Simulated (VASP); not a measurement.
# TbPIr2 in VASP: notebook

TbPIr2 is run at these levels: PBE; tasks: single point, relaxation of cell and atoms.

Program: VASP 6.6.1. These are calculated values, not measurements. Logs are shortened: lines on timing, memory, paths and dates and some standing lists are left out, and cuts for length are marked.

## Step 1: The cell of the first run

The typed cell holds 4 atoms: a = 2.850 Å, b = 2.850 Å, c = 9.760 Å, α = 90.00°, β = 90.00°, γ = 89.97°.

The cell was generated, and may not be a known phase.

## Step 2: Single point, PBE

INCAR

```
ALGO = Normal ; EDIFF = 1E-6
ENCUT = 500 ; GGA = PE
GGA_COMPAT = F ; ISIF = 2
ISMEAR = 0 ; LASPH = T
LCHARG = T ; LELF = T
LMAXMIX = 6 ; LREAL = F
LVHAR = T ; LWAVE = F
NBANDS = 24 ; NELM = 200
PREC = Accurate ; SIGMA = 0.1
```

KPOINTS

```
k-points
0
Gamma
  6 6 2
```

POSCAR

```
TbPIr2
1.0
    2.0158922661     -2.0149877052      0.0000000000
    2.0158922661      2.0149877052      0.0000000000
    0.0000000000      0.0000000000      9.7603026109
Tb P Ir
1 1 2
Direct
    0.5000000000      0.5000000000      0.0000000000
    0.5000000000      0.5000000000      0.5000000000
    0.5000000000      0.5000000000      0.2802279995
    0.5000000000      0.5000000000      0.7197720005
```

Potentials or basis: VASP PAW PBE potentials, release 64 (Tb_3, P, Ir), 4f in core.

The run is started by

```console
> cat potpaw_PBE.64/Tb_3/POTCAR potpaw_PBE.64/P/POTCAR potpaw_PBE.64/Ir/POTCAR > POTCAR
> mpirun -np 1 vasp_std > vasp.out
```

OUTCAR:

```text
EDIFF = 1E-6
   ENCUT = 500
   GGA = PE
   ISIF = 2
   ISMEAR = 0
   LASPH = T
   LREAL = F
   NELM = 200
   PREC = Accurate

 ion  position               nearest neighbor table
   1  0.500  0.500  0.000-   3 2.74   4 2.74
   2  0.500  0.500  0.500-   3 2.15   4 2.15
   3  0.500  0.500  0.280-   2 2.15   1 2.74
   4  0.500  0.500  0.720-   2 2.15   1 2.74

  LATTYP: Found a base centered orthorhombic cell.
 ALAT       =     4.0299754104
 B/A-ratio  =     1.0004489163
 C/A-ratio  =     2.4219260956

  Lattice vectors:

 A1 = (  -2.0158922661,  -2.0149877052,   0.0000000000)
 A2 = (   2.0158922661,  -2.0149877052,   0.0000000000)
 A3 = (   0.0000000000,   0.0000000000,   9.7603026109)

Analysis of symmetry for initial positions (statically):
=====================================================================
 Subroutine PRICEL returns:
 Original cell was already a primitive cell.

 Routine SETGRP: Setting up the symmetry group for a
 base centered orthorhombic supercell.

 Subroutine GETGRP returns: Found  8 space group operations
 (whereof  8 operations were pure point group operations)
 out of a pool of  8 trial point group operations.

The static configuration has the point symmetry D_2h.

Analysis of symmetry for dynamics (positions and initial velocities):
=====================================================================
 Subroutine PRICEL returns:
 Original cell was already a primitive cell.

 Routine SETGRP: Setting up the symmetry group for a
 base centered orthorhombic supercell.

 Subroutine GETGRP returns: Found  8 space group operations
 (whereof  8 operations were pure point group operations)
 out of a pool of  8 trial point group operations.

The dynamic configuration has the point symmetry D_2h.

 Subroutine INISYM returns: Found  8 space group operations
 (whereof  8 operations are pure point group operations),
 and found     1 'primitive' translations

----------------------------------------------------------------------------------------

                                     Primitive cell

  volume of cell :      79.2927

  direct lattice vectors                    reciprocal lattice vectors
     2.015892266 -2.014987705  0.000000000     0.248029128 -0.248140472  0.000000000
     2.015892266  2.014987705  0.000000000     0.248029128  0.248140472  0.000000000
     0.000000000  0.000000000  9.760302611     0.000000000  0.000000000  0.102455840

  length of vectors
     2.850262634  2.850262634  9.760302611     0.350844897  0.350844897  0.102455840

  position of ions in fractional coordinates (direct lattice)
     0.500000000  0.500000000  0.000000000
     0.500000000  0.500000000  0.500000000
     0.500000000  0.500000000  0.280227999
     0.500000000  0.500000000  0.719772001

  ion indices of the primitive-cell ions
   primitive index   ion index
                 1           1
                 2           2
                 3           3
                 4           4

----------------------------------------------------------------------------------------

 KPOINTS: k-points

Automatic generation of k-mesh.
 Grid dimensions read from file:
 generate k-points for:    6    6    2

 Generating k-lattice:

  Cartesian coordinates                     Fractional coordinates (reciprocal lattice)
     0.041338188 -0.041356745  0.000000000     0.166666667 -0.000000000  0.000000000
     0.041338188  0.041356745  0.000000000    -0.000000000  0.166666667  0.000000000
     0.000000000  0.000000000  0.051227920     0.000000000  0.000000000  0.500000000

  Length of vectors
     0.058474150  0.058474150  0.051227920

  Shift w.r.t. Gamma in fractional coordinates (k-lattice)
     0.000000000  0.000000000  0.000000000

 Subroutine IBZKPT returns following result:
 ===========================================

 Found     26 irreducible k-points:

 Following reciprocal coordinates:
            Coordinates               Weight
  0.000000  0.000000  0.000000      1.000000
  0.166667  0.000000  0.000000      4.000000
  0.333333  0.000000  0.000000      4.000000
  0.500000  0.000000  0.000000      2.000000
  0.166667  0.166667  0.000000      2.000000
  0.333333  0.166667  0.000000      4.000000
[... 16 lines left out ...]
  0.333333  0.333333  0.500000      2.000000
  0.500000  0.333333  0.500000      4.000000
 [... further k-points ...]
   k-points           NKPTS =     26   k-points in BZ     NKDIM =     26   number of bands    NBANDS=     24
   number of dos      NEDOS =    301   number of ions     NIONS =      4
   total plane-waves  NPLWV =  41472
   dimension x,y,z NGX =    24 NGY =   24 NGZ =   72
   dimension x,y,z NGXF=    48 NGYF=   48 NGZF=  144
   ions per type =               1   1   2
   NGX,Y,Z   is equivalent  to a cutoff of  14.00, 14.00, 12.26 a.u.
   NGXF,Y,Z  is equivalent  to a cutoff of  28.00, 28.00, 24.53 a.u.
 SYSTEM =  unknown system
   PREC   = accura    normal or accurate (medium, high low for compatibility)
   ISTART =      0    job   : 0-new  1-cont  2-samecut
   ICHARG =      2    charge: 1-file 2-atom 10-const
   ISPIN  =      1    spin polarized calculation?
   LNONCOLLINEAR =      F non collinear calculations
   LSORBIT =      F    spin-orbit coupling
   LASPH  =      T    aspherical Exc in radial PAW
   ENCUT  =  500.0 eV  36.75 Ry    6.06 a.u.   5.20  5.20 17.80*2*pi/ulx,y,z
   NELM   =    200;   NELMIN=  2; NELMDL= -5     # of ELM steps
   EDIFF  = 0.1E-05   stopping-criterion for ELM
   LREAL  =      F    real-space projection
   EDIFFG = 0.1E-04   stopping-criterion for IOM
   NSW    =      0    number of steps for IOM
   IBRION =     -1    ionic relax: 0-MD 1-quasi-New 2-CG
   NFREE  =      0    steps in history (QN), initial steepest desc. (CG)
   ISIF   =      2    stress and relaxation
   ISYM   =      2    0-nonsym 1-usesym 2-fastsym
   POTIM  = 0.5000    time-step for ionic-motion
   TEBEG  =    0.0;   TEEND  =   0.0 temperature during run
   PSTRESS=    0.0 pullay stress
   NELECT =      32.0000    total number of electrons
   NUPDOWN=      -1.0000    fix difference up-down
   EMIN   =  10.00;   EMAX   =-10.00  energy-range for DOS
   EFERMI =   0.00;   METHOD = LEGACY
   ISMEAR =     0;   SIGMA  =   0.10  broadening in eV -4-tet -1-fermi 0-gaus
   EFERMI_NEDOS =   21; number of points for ismear=-14 and -15
   IALGO  =     38    algorithm
   IMIX   =      4    mixing-type and parameters
     AMIX     =   0.40;   BMIX     =  1.00
     AMIX_MAG =   1.60;   BMIX_MAG =  1.00
  volume/ion in A,a.u.               =      19.82       133.77
  Fermi-wavevector in a.u.,A,eV,Ry     =   1.209801  2.286192 19.913728  1.463618
  Thomas-Fermi vector in A             =   2.345367
   LORBIT       =      0    0 simple, 1 ext, 2 COOP (PROOUT), +10 PAW based schemes
   GGA     = PE    functional components
   LHFCALC =     F    Hartree Fock is set to
   AEXX    =    0.0000 exact exchange contribution
   IVDW    =     0    specifies the selected vdW correction
   LEPSILON=     F    determine dielectric tensor
   LRPA    =     F    only Hartree local field effects (RPA)
 non-spin polarized calculation
 Gauss-broadening in eV      SIGMA  =   0.10
  energy-cutoff  :      500.00
  volume of cell :       79.29
 maximum number of plane-waves:      2035
 NGX is ok and might be reduce to    24
   NGX = 11   NGY = 11   NGZ = 35

 number of electron      32.0000001 magnetization

 Free energy of the ion-electron system (eV)
  ---------------------------------------------------
  ext. energy  EPLUGINS =         0.00000000
  ---------------------------------------------------
  free energy    TOTEN  =       -24.76595351 eV

  energy without entropy =      -24.76154469  energy(sigma->0) =      -24.76374910

 E-fermi :   5.7532     XC(G=0): -11.3834

 val. band max:        5.6539093487   @ k =  -0.1667   0.1667   0.5000
 cond. band min:       5.8293448068   @ k =   0.5000   0.1667   0.5000
 fundamental gap:      0.1754354581
 Fermi energy:         5.7532465091

 k-point     1 :       0.0000    0.0000    0.0000
  band No.  band energies     occupation
      1     -16.8445      2.00000
      2     -15.6165      2.00000
      3     -15.6159      2.00000
      4      -7.3386      2.00000
      5      -1.2199      2.00000
      6       0.1230      2.00000
[... 16 lines left out ...]
     23      11.9085      0.00000
     24      11.9099      0.00000

 k-point     2 :       0.1667    0.0000    0.0000
  band No.  band energies     occupation
      1     -16.7593      2.00000
      2     -16.3138      2.00000
      3     -15.5550      2.00000
      4      -6.9633      2.00000
      5      -0.8274      2.00000
      6       0.7418      2.00000
[... 16 lines left out ...]
     23      10.8045      0.00000
     24      12.1330      0.00000

 k-point     3 :       0.3333    0.0000    0.0000
  band No.  band energies     occupation
      1     -17.5268      2.00000
      2     -16.5833      2.00000
      3     -15.4300      2.00000
      4      -5.9905      2.00000
      5      -0.0855      2.00000
      6       0.4734      2.00000
[... 16 lines left out ...]
     23      10.8373      0.00000
     24      11.2625      0.00000

 k-point     4 :       0.5000    0.0000    0.0000
  band No.  band energies     occupation
      1     -18.0676      2.00000
      2     -16.4923      2.00000
      3     -15.3660      2.00000
      4      -5.2625      2.00000
      5      -0.6930      2.00000
      6       0.3063      2.00000
[... 16 lines left out ...]
     23      10.0976      0.00000
     24      10.7121      0.00000

 k-point     5 :       0.1667    0.1667    0.0000
  band No.  band energies     occupation
      1     -16.6762      2.00000
      2     -16.2802      2.00000
      3     -16.2009      2.00000
      4      -6.5917      2.00000
      5      -0.4803      2.00000
      6       1.4352      2.00000
[... 451 lines left out ...]
 k-point    22 :      -0.1667    0.1667    0.5000
  band No.  band energies     occupation
      1     -16.6765      2.00000
      2     -16.2806      2.00000
      3     -16.2010      2.00000
      4      -6.5666      2.00000
      5      -0.8278      2.00000
      6       1.5725      2.00000
[... 16 lines left out ...]
     23      10.5388      0.00000
     24      11.2120      0.00000

 k-point    23 :       0.3333    0.3333    0.5000
  band No.  band energies     occupation
      1     -17.2863      2.00000
      2     -17.2177      2.00000
      3     -16.3426      2.00000
      4      -4.6610      2.00000
      5       0.3205      2.00000
      6       1.2559      2.00000
[... 16 lines left out ...]
     23      11.1848      0.00000
     24      12.0288      0.00000

 k-point    24 :       0.5000    0.3333    0.5000
  band No.  band energies     occupation
      1     -17.7738      2.00000
      2     -17.1563      2.00000
      3     -16.2590      2.00000
      4      -3.9573      2.00000
      5       0.2362      2.00000
      6       0.5742      2.00000
[... 16 lines left out ...]
     23      11.1757      0.00000
     24      11.5243      0.00000

 [... further k-points ...]

------------------------ aborting loop because EDIFF is reached ----------------------------------------

  FORCE on cell =-STRESS in cart. coord.  units (eV):
  Direction    XX          YY          ZZ          XY          YZ          ZX
  --------------------------------------------------------------------------------------
  -------------------------------------------------------------------------------------
  Total        0.1810152      0.1883848      0.7313804      0.0000000      0.0000000      0.0000000
  in kB        3.6575707      3.8064789     14.7781778      0.0000000      0.0000000      0.0000000
  external PRESSURE =       7.4140758 kB  Pullay stress =       0.0000000 kB

 VOLUME and BASIS-vectors are now :
 -----------------------------------------------------------------------------
  energy-cutoff  :      500.00
  volume of cell :       79.29
      direct lattice vectors                 reciprocal lattice vectors
     2.015892266 -2.014987705  0.000000000     0.248029128 -0.248140472  0.000000000
     2.015892266  2.014987705  0.000000000     0.248029128  0.248140472  0.000000000
     0.000000000  0.000000000  9.760302611     0.000000000  0.000000000  0.102455840

 POSITION                                       TOTAL-FORCE (eV/Angst)
 -----------------------------------------------------------------------------------
      2.01589      0.00000      0.00000        -0.000000     -0.000000      0.000000
      2.01589      0.00000      4.88015        -0.000000      0.000000      0.000000
      2.01589      0.00000      2.73511         0.000000      0.000000     -0.143085
      2.01589      0.00000      7.02519         0.000000      0.000000      0.143085
 -----------------------------------------------------------------------------------
    total drift:                               -0.000000     -0.000000      0.000000

  FREE ENERGIE OF THE ION-ELECTRON SYSTEM (eV)
  ---------------------------------------------------
  free  energy   TOTEN  =       -24.7659535103 eV

  energy  without entropy=      -24.7615446930  energy(sigma->0) =      -24.76374910
```

It took 65 s on 1 thread of AMD EPYC 7R13 (Zen 3), shared host; peak memory 0.19 GiB.

What came out:

```
Free energy            : -24.7660 eV
Pressure               : 0.7 GPa
Largest force          : 0.143 eV/Å
Band gap on the k mesh : zero (bands 16 and 17 overlap by 2.89 eV)
```

Forces on the atoms (eV/Å):
```
Tb   0.000  0.000  0.000
P    0.000  0.000  0.000
Ir   0.000  0.000 -0.143
Ir   0.000  0.000  0.143
```

Caveat: the k points lie up to 0.37 Å⁻¹ apart, too coarse for converged energies and pressures of a metal; spin-orbit coupling is left out, which moves the levels of the heavy elements; the 4f electrons are frozen in the core, so they carry no moment and show no levels. Spin polarisation is off, so any magnetic state and its effect on volume and gap are missing.

## Step 3: Single point, PBE, collinear spin

INCAR

```
PREC = Accurate ; ENCUT = 500
EDIFF = 1E-6 ; ISMEAR = 0
SIGMA = 0.1 ; LREAL = False
LASPH = True ; NELM = 200
ALGO = Normal ; ISIF = 2
LWAVE = False ; LCHARG = False
ISPIN = 2 ; MAGMOM = 0 0 1 1
LORBIT = 11 ; LMAXMIX = 6
GGA = PE ; NBANDS = 28
GGA_COMPAT = False
```

KPOINTS

```
Automatic mesh
0
Gamma
  6 6 2
```

Edit POSCAR of step 2 so:

```diff
@@ -2,4 +2,4 @@
 1.0
-    2.0158922661     -2.0149877052      0.0000000000
-    2.0158922661      2.0149877052      0.0000000000
+    2.8502626336      0.0000000000      0.0000000000
+    0.0000000000      2.8502626336      0.0000000000
     0.0000000000      0.0000000000      9.7603026109
```

Potentials or basis: VASP PAW PBE potentials, release 64 (Tb_3, P, Ir), 4f in core.

The run is started by

```console
> cat potpaw_PBE.64/Tb_3/POTCAR potpaw_PBE.64/P/POTCAR potpaw_PBE.64/Ir/POTCAR > POTCAR
> mpirun -np 1 vasp_std > vasp.out
```

Wall time 2.3 min (1 thread of AMD EPYC 7R13 (Zen 3), shared host); peak memory 0.24 GiB.

It converged, with:

```
Free energy                                           : -24.7660 eV
Pressure                                              : 0.7 GPa
Largest force                                         : 0.144 eV/Å
Band gap on the k mesh                                : zero (filled and empty bands overlap)
Net moment                                            : 0.00 μB per cell
Valence electrons inside the program's atomic spheres : Tb 8.50; P 2.41; Ir 8.22
```

Forces on the atoms (eV/Å):
```
Tb   0.000  0.000  0.000
P    0.000  0.000  0.000
Ir   0.000  0.000 -0.144
Ir   0.000  0.000  0.144
```

Stress tensor (GPa, compression positive):
```
0.34 0.00 0.00
0.00 0.34 0.00
0.00 0.00 1.45
```

Levels at points of the mesh, in eV from the Fermi level:
Spin up:
| k point | band 14 | band 15 | band 16 | band 17 | band 18 | band 19 |
| --- | --- | --- | --- | --- | --- | --- |
| (0.00, 0.00, 0.00) | -1.06 | -1.06 | -1.01 | 0.23 | 0.71 | 0.72 |
| (0.50, 0.00, 0.00) | -0.87 | -0.85 | -0.78 | -0.19 | 2.51 | 2.55 |
| (0.50, 0.50, 0.00) | -0.62 | -0.62 | 1.01 | 1.01 | 1.94 | 1.94 |
| (0.00, 0.00, 0.50) | -1.11 | -1.01 | -0.95 | -0.95 | 0.71 | 0.72 |
| (0.50, 0.00, 0.50) | -0.69 | -0.39 | -0.35 | 0.29 | 0.56 | 1.13 |
| (0.50, 0.50, 0.50) | -1.45 | 0.56 | 1.94 | 1.94 | 2.26 | 2.29 |
Spin down:
```tsv
k point	band 12	band 13	band 14	band 15	band 16	band 17	band 18	band 19	band 20	band 21
(0.00, 0.00, 0.00)	-1.47	-1.47	-1.06	-1.06	-1.01	0.23	0.71	0.72	3.83	3.83
(0.50, 0.00, 0.00)	-1.19	-1.07	-0.87	-0.85	-0.78	-0.19	2.51	2.55	3.10	3.26
(0.50, 0.50, 0.00)	-2.60	-0.75	-0.62	-0.62	1.01	1.01	1.94	1.94	4.02	4.21
(0.00, 0.00, 0.50)	-1.55	-1.55	-1.11	-1.01	-0.95	-0.95	0.71	0.72	3.63	3.63
(0.50, 0.00, 0.50)	-0.87	-0.85	-0.69	-0.39	-0.35	0.29	0.56	1.13	3.38	4.13
(0.50, 0.50, 0.50)	-2.57	-1.45	-1.45	0.56	1.94	1.94	2.26	2.29	2.29	3.96
```

Caveat: the k points lie up to 0.37 Å⁻¹ apart, too coarse for converged energies and pressures of a metal; the magnetic or orbital state may not be the lowest; the moments typed at the start vanished in this run; spin-orbit coupling is left out, which moves the levels of the heavy elements; the 4f electrons are frozen in the core, so they carry no moment and show no levels.

## Step 4: Single point, PBE

This run uses another cell than the first one, of 19.72 Å³/atom.

INCAR

```
SYSTEM = TbPIr2
ALGO     = Normal         ! electronic algorithm
EDIFF    = 1E-6           ! SCF threshold, eV
ENCUT    = 500            ! plane-wave cutoff, eV
GGA      = PE             ! functional
GGA_COMPAT= .FALSE.      
ISIF     = 2              ! what is computed and relaxed
ISMEAR   = 0              ! smearing method
LASPH    = .TRUE.         ! aspherical terms in the spheres
LCHARG   = .FALSE.        ! write CHGCAR
LMAXMIX  = 6              ! l up to which the mixer works
LREAL    = .FALSE.        ! projectors in reciprocal space
LWAVE    = .FALSE.        ! write WAVECAR
NBANDS   = 24             ! bands
NELM     = 200            ! most SCF steps
PREC     = Accurate       ! precision mode
SIGMA    = 0.1            ! smearing width, eV
```

KPOINTS

```
k-points
0
G
  16 16 6
  0 0 0
```

POSCAR

```
TbPIr2
1.0
    2.8411740600      0.0000000000      0.0000000000
    0.0000000000      2.8411740600      0.0000000000
    0.0000000000      0.0000000000      9.7733847667
Tb P Ir
1 1 2
Direct
    0.5000000000      0.5000000000      0.0000000000
    0.5000000000      0.5000000000      0.5000000000
    0.5000000000      0.5000000000      0.2793205707
    0.5000000000      0.5000000000      0.7206794293
```

The run is started by

```console
> cat potpaw_PBE.64/Tb_3/POTCAR potpaw_PBE.64/P/POTCAR potpaw_PBE.64/Ir/POTCAR > POTCAR
> mpirun -np 1 vasp_std > vasp.out
```

Wall time 4.7 min (1 thread of AMD EPYC 7R13 (Zen 3), shared host); peak memory 0.42 GiB.

It converged, with:

```
Free energy            : -24.8551 eV
Pressure               : 0.7 GPa
Largest force          : 0.127 eV/Å
Band gap on the k mesh : zero (bands 16 and 17 overlap by 2.76 eV)
```

Forces on the atoms (eV/Å):
```
Tb   0.000  0.000  0.000
P    0.000  0.000  0.000
Ir   0.000  0.000 -0.127
Ir   0.000  0.000  0.127
```

Stress tensor (GPa, compression positive):
```
0.35 0.00 0.00
0.00 0.35 0.00
0.00 0.00 1.43
```

Levels at points of the mesh, in eV from the Fermi level:
```tsv
k point	band 14	band 15	band 16	band 17	band 18	band 19
(0.00, 0.00, 0.00)	-1.09	-1.09	-0.89	0.20	0.64	0.65
(0.50, 0.00, 0.00)	-0.97	-0.95	-0.81	-0.05	2.41	2.49
(0.50, 0.50, 0.00)	-0.73	-0.73	1.05	1.05	1.87	1.87
(0.00, 0.00, 0.50)	-1.09	-0.98	-0.98	-0.89	0.64	0.65
(0.50, 0.00, 0.50)	-0.72	-0.40	-0.28	0.22	0.58	1.06
(0.50, 0.50, 0.50)	-1.52	0.52	1.87	1.87	2.27	2.29
```

Caveat: spin-orbit coupling is left out, which moves the levels of the heavy elements; the 4f electrons are frozen in the core, so they carry no moment and show no levels.

(Part 1 of 2 ends here.)

The gap in the log of VASP goes by the Fermi energy; the results here count the filled bands.